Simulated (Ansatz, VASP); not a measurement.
One calculation of GaN, two programs

The input POSCAR:

```
GaN
1.0
    3.1799996605      0.0000000000      0.0000000000
   -1.5899998303      2.7539604900      0.0000000000
    0.0000000000      0.0000000000      5.1660000000
Ga N
2 2
Direct
    0.3543777709      0.6820722642      0.0000000000
    0.6456222291      0.3179277358      0.5000000000
    0.3163072753      0.6542027271      0.3750000000
    0.6836927247      0.3457972729      0.8750000000
```

The input INCAR.step1:

```
SYSTEM = GaN
PREC = Accurate ; ENCUT = 520
ISMEAR = 0 ; SIGMA = 0.05
LREAL = .False. ; LASPH = .True.
NELM = 60 ; NBANDS = 26
GGA = PE ; ALGO = Normal
EDIFF = 1E-4 ; LWAVE = .True.
LCHARG = .False.
```

File INCAR.step2:

```
SYSTEM = GaN
PREC = Accurate ; ENCUT = 520
EDIFF = 1E-7 ; ISMEAR = 0
SIGMA = 0.05 ; LREAL = .False.
LASPH = .True. ; NELM = 60
ALGO = Normal ; ISIF = 2
LWAVE = .False. ; LCHARG = .False.
METAGGA = R2SCAN ; LMIXTAU = .True.
NBANDS = 26 ; ISTART = 1
```

KPOINTS

```
regular mesh
0
Gamma
  12 12 6
  0 0 0
```

Input for Ansatz:

```yaml
crystal:
  lattice:
    - [3.1799996605, 0.0, 0.0]
    - [-1.5899998303, 2.75396049, 0.0]
    - [0.0, 0.0, 5.166]
  atoms:
    - { symbol: Ga, position: [0.3543777709, 0.6820722642, 0.0] }
    - { symbol: Ga, position: [0.6456222291, 0.3179277358, 0.5] }
    - { symbol: "N", position: [0.3163072753, 0.6542027271, 0.375] }
    - { symbol: "N", position: [0.6836927247, 0.3457972729, 0.875] }
basis:
  ecutwfc: 500
kpoints:
  mp_grid: { grid: [12, 12, 6] }
hamiltonian:
  xc: r2scan
scf:
  occupations: { method: gaussian, width: 0.05 }
output:
  forces: true
  stress: true
  eigenvalues: true
```

Change from the starting cell: mode 4 (140.5 1/cm) frozen in, largest displacement -0.060 Å.

Alike in both runs: task single point; functional r2SCAN; k mesh 12 × 12 × 6; occupations gaussian, width 0.05 eV; no spin polarisation.

```csv
,VASP,Ansatz
version,VASP 6.6.1,Ansatz 0.2.0
potentials or method,"VASP PAW PBE potentials, release 64 (Ga_d, N), cutoff 520 eV","scalar-relativistic, plane waves, PAW"
valence electrons in the cell,36,36
```

```csv
,VASP,Ansatz,Ansatz less VASP
gap on the k mesh at the Fermi level (eV),2.32,2.33,+0.007
least direct gap on the mesh (eV),2.32,2.33,+0.007
pressure (GPa),2.1,1.0,-1.12
"traceless stress, the component that is largest in VASP (GPa)",1.29,1.30,+0.003
rms of the force components (eV/Å),0.139,0.140,+0.0017
```

VASP's potentials were made for PBE, not for r2SCAN. Atom by atom the forces differ by 0.005 eV/Å (rms over components). The functional is the same, so the differences come from potentials, cutoffs and numerics.
